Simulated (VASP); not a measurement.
Input of a VASP 6.6.1 run:

Contents of INCAR:

```
  PREC = Accurate
  ENCUT = 520
  EDIFF = 1E-6
  ISMEAR = -1
  SIGMA = 0.03
  LREAL = F
  LASPH = T
  NELM = 80
  ALGO = Normal
  ISIF = 2
  LWAVE = F
  LCHARG = T
  GGA = PS
  LELF = T
  LVHAR = T
  NBANDS = 11
```

The input KPOINTS:

```
Automatic mesh
0
Gamma
  13 13 13
```

POSCAR

```
BN
1.0
    0.0000000000      1.8436500000      1.8075000000
    1.8436500000      0.0000000000      1.8075000000
    1.8436500000      1.8436500000      0.0000000000
B N
1 1
Direct
    0.0000000000      0.0000000000      0.0000000000
    0.7500000000      0.7500000000      0.7500000000
```

Potentials or basis: VASP PAW PBE potentials, release 64 (B, N).

The run is started by

```console
$ cat potpaw_PBE.64/B/POTCAR potpaw_PBE.64/N/POTCAR > POTCAR
$ mpirun -np 1 vasp_std > vasp.out
```

Predict the band gap on the k mesh.

3.97 eV, indirect (least direct gap 8.37 eV).

Predict the pressure.

-16.3 GPa.

Stress tensor (GPa, compression positive):
```
-20.04   0.00   0.00
  0.00 -20.04   0.00
  0.00   0.00  -8.80
```

Caveat: the cell differs from its parent crystal (equal xx and yy strain of +2 %); the PAW data sets were made with another functional, which shifts forces and pressure a little. A k mesh can miss the band edges.
